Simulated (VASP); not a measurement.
# TaTe (F-43m) in VASP: further runs, part 2 of 2

VASP 6.6.1.

## Step 4: Single point, PBE, collinear spin (30.29 Å³/atom)

This run uses another cell than the first one, of 30.29 Å³/atom.

INCAR

```
PREC     = Accurate       # precision mode
ENCUT    = 520            # plane-wave cutoff, eV
EDIFF    = 1E-7           # SCF threshold, eV
ISMEAR   = 0              # smearing method
SIGMA    = 0.05           # smearing width, eV
LREAL    = False          # projectors in reciprocal space
LASPH    = True           # aspherical terms in the spheres
NELM     = 150            # most SCF steps
ALGO     = Normal         # electronic algorithm
ISIF     = 2              # what is computed and relaxed
LWAVE    = False          # write WAVECAR
LCHARG   = False          # write CHGCAR
ISPIN    = 2              # spin polarisation
MAGMOM   = 1.36 0         # initial moments
LORBIT   = 11             # projections on sites
LMAXMIX  = 4              # l up to which the mixer works
GGA      = PE             # functional
NBANDS   = 20             # bands
```

KPOINTS

```
Automatic mesh
0
Gamma
  10 10 10
```

POSCAR

```
TaTe
1.0
    0.0000000000      3.1172209037      3.1172209037
    3.1172209037      0.0000000000      3.1172209037
    3.1172209037      3.1172209037      0.0000000000
Ta Te
1 1
Direct
    0.0000000000      0.0000000000      0.0000000000
    0.2500000000      0.2500000000      0.2500000000
```

Potentials or basis: VASP PAW PBE potentials, release 64 (Ta_pv, Te).

On the command line:

```console
> cat potpaw_PBE.64/Ta_pv/POTCAR potpaw_PBE.64/Te/POTCAR > POTCAR
> mpirun -np 1 vasp_std > vasp.out
```

OUTCAR:

```text
PREC = Accurate
   ENCUT = 520
   EDIFF = 1E-7
   ISMEAR = 0
   LREAL = False
   LASPH = True
   NELM = 150
   ISIF = 2
   ISPIN = 2
   LORBIT = 11
   GGA = PE

 ion  position               nearest neighbor table
   1  0.000  0.000  0.000-   2 2.70   2 2.70   2 2.70   2 2.70
   2  0.250  0.250  0.250-   1 2.70   1 2.70   1 2.70   1 2.70

  LATTYP: Found a face centered cubic cell.
 ALAT       =     6.2344418074

  Lattice vectors:

 A1 = (   0.0000000000,   3.1172209037,   3.1172209037)
 A2 = (   3.1172209037,   0.0000000000,   3.1172209037)
 A3 = (   3.1172209037,   3.1172209037,   0.0000000000)

Analysis of symmetry for initial positions (statically):
=====================================================================
 Subroutine PRICEL returns:
 Original cell was already a primitive cell.

 Routine SETGRP: Setting up the symmetry group for a
 face centered cubic supercell.

 Subroutine GETGRP returns: Found 24 space group operations
 (whereof 24 operations were pure point group operations)
 out of a pool of 48 trial point group operations.

The static configuration has the point symmetry T_d .

Analysis of symmetry for dynamics (positions and initial velocities):
=====================================================================
 Subroutine PRICEL returns:
 Original cell was already a primitive cell.

 Routine SETGRP: Setting up the symmetry group for a
 face centered cubic supercell.

 Subroutine GETGRP returns: Found 24 space group operations
 (whereof 24 operations were pure point group operations)
 out of a pool of 48 trial point group operations.

The dynamic configuration has the point symmetry T_d .

Analysis of structural, dynamic, and magnetic symmetry:
=====================================================================
 Subroutine PRICEL returns:
 Original cell was already a primitive cell.

 Routine SETGRP: Setting up the symmetry group for a
 face centered cubic supercell.

 Subroutine GETGRP returns: Found 24 space group operations
 (whereof 24 operations were pure point group operations)
 out of a pool of 48 trial point group operations.

The overall configuration has the point symmetry T_d .

 Subroutine INISYM returns: Found 24 space group operations
 (whereof 24 operations are pure point group operations),
 and found     1 'primitive' translations

----------------------------------------------------------------------------------------

                                     Primitive cell

  volume of cell :      60.5805

  direct lattice vectors                    reciprocal lattice vectors
     0.000000000  3.117220904  3.117220904    -0.160399284  0.160399284  0.160399284
     3.117220904  0.000000000  3.117220904     0.160399284 -0.160399284  0.160399284
     3.117220904  3.117220904  0.000000000     0.160399284  0.160399284 -0.160399284

  length of vectors
     4.408416079  4.408416079  4.408416079     0.277819709  0.277819709  0.277819709

  position of ions in fractional coordinates (direct lattice)
     0.000000000  0.000000000  0.000000000
     0.250000000  0.250000000  0.250000000

  ion indices of the primitive-cell ions
   primitive index   ion index
                 1           1
                 2           2

[... 66 lines left out ...]
   LNONCOLLINEAR =      F non collinear calculations
   LSORBIT =      F    spin-orbit coupling
   LASPH  =      T    aspherical Exc in radial PAW
   ENCUT  =  520.0 eV  38.22 Ry    6.18 a.u.   8.20  8.20  8.20*2*pi/ulx,y,z
   NELM   =    150;   NELMIN=  2; NELMDL= -5     # of ELM steps
   EDIFF  = 0.1E-06   stopping-criterion for ELM
   LREAL  =      F    real-space projection
   EDIFFG = 0.1E-05   stopping-criterion for IOM
   NSW    =      0    number of steps for IOM
   IBRION =     -1    ionic relax: 0-MD 1-quasi-New 2-CG
   NFREE  =      0    steps in history (QN), initial steepest desc. (CG)
   ISIF   =      2    stress and relaxation
   ISYM   =      2    0-nonsym 1-usesym 2-fastsym
   POTIM  = 0.5000    time-step for ionic-motion
   TEBEG  =    0.0;   TEEND  =   0.0 temperature during run
   PSTRESS=    0.0 pullay stress
   NELECT =      17.0000    total number of electrons
   NUPDOWN=      -1.0000    fix difference up-down
   EMIN   =  10.00;   EMAX   =-10.00  energy-range for DOS
   EFERMI =   0.00;   METHOD = LEGACY
   ISMEAR =     0;   SIGMA  =   0.05  broadening in eV -4-tet -1-fermi 0-gaus
   EFERMI_NEDOS =   21; number of points for ismear=-14 and -15
   IALGO  =     38    algorithm
   IMIX   =      4    mixing-type and parameters
     AMIX     =   0.40;   BMIX     =  1.00
     AMIX_MAG =   1.60;   BMIX_MAG =  1.00
  volume/ion in A,a.u.               =      30.29       204.41
  Fermi-wavevector in a.u.,A,eV,Ry     =   1.071800  2.025407 15.629750  1.148754
  Thomas-Fermi vector in A             =   2.207551
   LORBIT       =     11    0 simple, 1 ext, 2 COOP (PROOUT), +10 PAW based schemes
   GGA     = PE    functional components
   LHFCALC =     F    Hartree Fock is set to
   AEXX    =    0.0000 exact exchange contribution
   IVDW    =     0    specifies the selected vdW correction
   LEPSILON=     F    determine dielectric tensor
   LRPA    =     F    only Hartree local field effects (RPA)
 spin polarized calculation
 Gauss-broadening in eV      SIGMA  =   0.05
  energy-cutoff  :      520.00
  volume of cell :       60.58
 maximum number of plane-waves:      1660
 NGX is ok and might be reduce to    36
   NGX = 17   NGY = 17   NGZ = 17

 number of electron      17.0000001 magnetization       1.9368892

 Free energy of the ion-electron system (eV)
  ---------------------------------------------------
  ext. energy  EPLUGINS =         0.00000000
  ---------------------------------------------------
  free energy    TOTEN  =       -13.02483447 eV

  energy without entropy =      -13.02031970  energy(sigma->0) =      -13.02257708

 E-fermi :   5.0329     XC(G=0):  -9.5117

 val. band max:        5.0325995414   @ k =   0.4000   0.2000   0.0000
 cond. band min:       5.0333483702   @ k =   0.5000   0.3000   0.1000
 fundamental gap:      0.0007488288
 Fermi energy:         5.0329386243

 spin component 1

 k-point     1 :       0.0000    0.0000    0.0000
  band No.  band energies     occupation
      1     -30.1156      1.00000
      2     -30.1156      1.00000
      3     -30.1156      1.00000
      4      -7.9190      1.00000
      5       0.8900      1.00000
      6       0.8900      1.00000
[... 541 lines left out ...]
     19      17.1667      0.00000
     20      18.0803      0.00000

 [... further k-points ...]

 spin component 2

 k-point     1 :       0.0000    0.0000    0.0000
  band No.  band energies     occupation
      1     -29.2872      1.00000
      2     -29.2871      1.00000
      3     -29.2871      1.00000
      4      -7.7632      1.00000
      5       1.2676      1.00000
      6       1.2676      1.00000
[... 541 lines left out ...]
     19      17.6858      0.00000
     20      18.6952      0.00000

 [... further k-points ...]

------------------------ aborting loop because EDIFF is reached ----------------------------------------

  FORCE on cell =-STRESS in cart. coord.  units (eV):
  Direction    XX          YY          ZZ          XY          YZ          ZX
  --------------------------------------------------------------------------------------
  -------------------------------------------------------------------------------------
  Total        1.1107414      1.1107414      1.1107414      0.0000000      0.0000000      0.0000000
  in kB       29.3758740     29.3758740     29.3758740      0.0000000      0.0000000      0.0000000
  external PRESSURE =      29.3758740 kB  Pullay stress =       0.0000000 kB

 VOLUME and BASIS-vectors are now :
 -----------------------------------------------------------------------------
  energy-cutoff  :      520.00
  volume of cell :       60.58
      direct lattice vectors                 reciprocal lattice vectors
     0.000000000  3.117220904  3.117220904    -0.160399284  0.160399284  0.160399284
     3.117220904  0.000000000  3.117220904     0.160399284 -0.160399284  0.160399284
     3.117220904  3.117220904  0.000000000     0.160399284  0.160399284 -0.160399284

 POSITION                                       TOTAL-FORCE (eV/Angst)
 -----------------------------------------------------------------------------------
      0.00000      0.00000      0.00000        -0.000000     -0.000000     -0.000000
      1.55861      1.55861      1.55861         0.000000      0.000000      0.000000
 -----------------------------------------------------------------------------------
    total drift:                                0.000000      0.000000      0.000000

  FREE ENERGIE OF THE ION-ELECTRON SYSTEM (eV)
  ---------------------------------------------------
  free  energy   TOTEN  =       -13.0248344694 eV

  energy  without entropy=      -13.0203196996  energy(sigma->0) =      -13.02257708

 total charge

# of ion       s       p       d       tot
------------------------------------------
    1        0.288   6.071   2.465   8.824
    2        1.325   2.117   0.104   3.547
--------------------------------------------------
tot          1.613   8.188   2.569  12.370

 magnetization (x)

# of ion       s       p       d       tot
------------------------------------------
    1        0.047   0.013   1.268   1.328
    2       -0.013  -0.066   0.055  -0.024
--------------------------------------------------
tot          0.035  -0.054   1.323   1.304
```

Run time: 99 s. Hardware: 1 thread of AMD EPYC 9R45 (Zen 5), shared host; peak memory 0.26 GiB.

Results:

- Free energy: -13.0248 eV
- Pressure: 2.9 GPa
- Net moment: 1.94 μB per cell
- Site moments: Ta +1.33; Te -0.02 μB
- Valence electrons inside the program's atomic spheres: Ta 8.82; Te 3.55

Caveat: spin-orbit coupling is left out, which moves the levels of the heavy elements.

## Step 5: Overview

```tsv
spin	cell	gap on the mesh (eV)	pressure (GPa)	moment (μB)
off	a = 4.469 Å, angles 60.0°, 2 atoms	none	-2.1	-
collinear	a = 4.385 Å, angles 60.0°, 2 atoms	none	4.2	1.87
collinear	a = 4.408 Å, angles 60.0°, 2 atoms	none	2.9	1.94
```

Alike in all rows: task single point; level PBE; potentials or basis VASP PAW PBE potentials, release 64 (Ta_pv, Te); k mesh 10 × 10 × 10; cutoff (eV) 520; smearing gaussian 0.05 eV.

Caveats: spin-orbit coupling is left out, which moves the levels of the heavy elements; the cell stands under pressure (at least some runs).

Total energies depend on the potentials used, so only differences within one code and one set of settings carry meaning.
